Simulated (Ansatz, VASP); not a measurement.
# BN in VASP and in Ansatz

File POSCAR:

```
BN
1.0
    2.5080409239      0.0000000000      0.0000000000
   -1.2467107647      2.1762310413      0.0000000000
   -0.6306650796     -1.0881155206      3.0225400000
N B
1 1
Direct
    0.6685060000      0.3323850000      0.9849990000
    0.9796430000      0.9834990000      0.0018060000
```

INCAR.step1

```
PREC     = Accurate       # precision mode
ENCUT    = 520            # plane-wave cutoff, eV
EDIFF    = 1E-5           # SCF threshold, eV
ISMEAR   = -1             # smearing method
SIGMA    = 0.05           # smearing width, eV
LREAL    = F              # projectors in reciprocal space
LASPH    = T              # aspherical terms in the spheres
NELM     = 100            # most SCF steps
ALGO     = Normal         # electronic algorithm
ISIF     = 2              # what is computed and relaxed
LWAVE    = T              # write WAVECAR
LCHARG   = F              # write CHGCAR
NBANDS   = 11             # bands
GGA      = PE             # functional
```

File INCAR.step2:

```
PREC     = Accurate       # precision mode
ENCUT    = 520            # plane-wave cutoff, eV
EDIFF    = 1E-7           # SCF threshold, eV
ISMEAR   = -1             # smearing method
SIGMA    = 0.05           # smearing width, eV
LREAL    = F              # projectors in reciprocal space
LASPH    = T              # aspherical terms in the spheres
NELM     = 100            # most SCF steps
ALGO     = Normal         # electronic algorithm
ISIF     = 2              # what is computed and relaxed
LWAVE    = F              # write WAVECAR
LCHARG   = F              # write CHGCAR
GGA      = PE             # functional
LHFCALC  = T              # exact exchange
AEXX     = 0.25           # exact-exchange fraction
PRECFOCK = Normal       
NBANDS   = 11             # bands
ISTART   = 1
```

The input KPOINTS:

```
Automatic mesh
0
Gamma
  6 6 4
```

The input input.yaml:

```yaml
crystal:
  lattice:
    - [2.5080409239, 0.0, 0.0]
    - [-1.2467107647, 2.1762310413, 0.0]
    - [-0.6306650796, -1.0881155206, 3.02254]
  atoms:
    - { symbol: "N", position: [0.668506, 0.332385, 0.984999] }
    - { symbol: B, position: [0.979643, 0.983499, 0.001806] }
hamiltonian:
  xc: pbe0
  pseudopotentials: { kind: paw }
kpoints:
  mp_grid: { grid: [6, 6, 4] }
scf:
  occupations: { method: fermi_dirac, width: 0.05 }
output:
  forces: true
  stress: true
  eigenvalues: true
  write_density: true
  write_potential: true
  elf: true
  volumetric_format: npy
```

Alike in both runs: task single point; functional PBE0; k mesh 6 × 6 × 4; occupations fermi-dirac, width 0.05 eV; no spin polarisation.

```csv
,VASP,Ansatz
version,VASP 6.6.1,Ansatz 0.2.0
potentials or method,"VASP PAW PBE potentials, release 64 (N, B)",Ansatz PAW
plane-wave cutoff (eV),520,420
valence electrons in the cell,8,8
```

```tsv
	VASP	Ansatz	Ansatz less VASP
gap on the k mesh at the Fermi level (eV)	4.93	4.91	-0.018
least direct gap on the mesh (eV)	6.67	6.65	-0.022
pressure (GPa)	-0.5	-0.6	-0.11
traceless stress, the component that is largest in VASP (GPa)	-9.58	-9.77	-0.194
rms of the force components (eV/Å)	1.623	1.624	+0.0009
```

Atom by atom the forces differ by 0.001 eV/Å (rms over components). The functional is the same, so the differences come from potentials, cutoffs and numerics.

The k mesh is coarse, so the values compare programs but aren't converged.
